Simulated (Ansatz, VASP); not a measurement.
BeI in VASP and in Ansatz

```
Be I
1.0
     0.00000    3.03557    3.03557
     3.03557    0.00000    3.03557
     3.03557    3.03557    0.00000
Be I
1 1
Cartesian
  0.0000 0.0000 0.0000
  4.5533 4.5533 4.5533
```

Alike in both runs: task single point; functional PBE; k mesh 6 × 6 × 6; occupations gaussian, width 0.1 eV; no spin polarisation.

|  | VASP | Ansatz |
| --- | --- | --- |
| version | VASP 6.6.1 | Ansatz 0.2.0 |
| potentials or method | VASP PAW PBE potentials, release 64 (Be, I), cutoff 520 eV | scalar-relativistic, plane waves, PAW |
| valence electrons in the cell | 9 | 19 |

```tsv
	VASP	Ansatz	Ansatz less VASP
gap on the k mesh at the Fermi level (eV)	none	none	-
pressure (GPa)	-0.3	-0.2	+0.01
```

A gap of «none» marks a metal or a gap that the smearing closes. VASP's potentials hold 9 valence electrons a cell and Ansatz's 19, so a difference there can come from the potentials and not from the codes.

Spin-orbit coupling is off throughout.
